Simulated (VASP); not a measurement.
Set up this calculation in VASP 6.6.1, as the native input.

- Task: single point
- Functional: PBEsol
- Potentials or basis: VASP PAW PBE potentials, release 64 (Al, H)
- Cutoff: 520 eV
- k mesh: 3 × 2 × 1
- Occupations: fermi-dirac, width 0.1 eV
- Spin: no spin polarisation
- Dipole correction: no
- Further INCAR settings: LREAL = Auto; ALGO = Normal; EDIFF = 1e-07; NBANDS = 42

The structure of Al18H lies in POSCAR:

```
Al18H
1.0
    5.7275650000      0.0000000000      0.0000000000
    4.2956740000      7.4403250000      0.0000000000
    0.0000000000      0.0000000000     17.6765370000
Al H
18 1
Direct
    0.1666665958      0.1111111410      0.0565722234
    0.6666666831      0.1111111410      0.0565722234
    0.1666667458      0.4444444295      0.0565722234
    0.6666666585      0.4444444295      0.0565722234
    0.1666666204      0.7777778524      0.0565722234
    0.6666667077      0.7777778524      0.0565722234
   -0.1592860974      0.2232500596      0.1857341175
    0.3333475077      0.2271961238      0.1881835792
   -0.1592057025      0.5587030136      0.1883551626
    0.3391791922      0.5591402257      0.1887977266
   -0.1663063982      0.8968086744      0.1865085339
    0.3403170280      0.8915974773      0.1871445182
    0.0078216838     -0.0034998471      0.3193730763
    0.4940476070      0.0074007520      0.3198946717
   -0.0105912397      0.3295303633      0.3189566486
    0.5208183260      0.3222519178      0.3173287845
   -0.0146863988      0.6861049753      0.3176790793
    0.5115541388      0.6705572673      0.3190029246
    0.2270167932      0.4873934942      0.3673279444
```

One way to write it, as run:

INCAR

```
  PREC = Accurate
  ENCUT = 520
  EDIFF = 1E-7
  ISMEAR = -1
  SIGMA = 0.1
  LREAL = Auto
  LASPH = T
  NELM = 80
  ALGO = Normal
  ISIF = 2
  LWAVE = F
  LCHARG = F
  GGA = PS
  NBANDS = 42
```

KPOINTS

```
Automatic mesh
0
Gamma
  3 2 1
```

Potentials or basis: VASP PAW PBE potentials, release 64 (Al, H).

Run with:

```bash
$ cat potpaw_PBE.64/Al/POTCAR potpaw_PBE.64/H/POTCAR > POTCAR
$ mpirun -np 1 vasp_std > vasp.out
```

Results of the run:

The largest force is 0.214 eV/Å and the band gap on the k mesh is zero (an odd number of electrons rules out a gap without spin polarisation).

Caveat: the k points lie up to 0.42 Å⁻¹ apart, too coarse for converged energies and pressures of a metal; the PAW data sets were made with another functional, which shifts forces and pressure a little.

Run time: 2.9 min on 1 thread of Intel(R) Xeon(R) 6975P-C (Granite Rapids), on a shared host, peak memory 0.79 GiB.
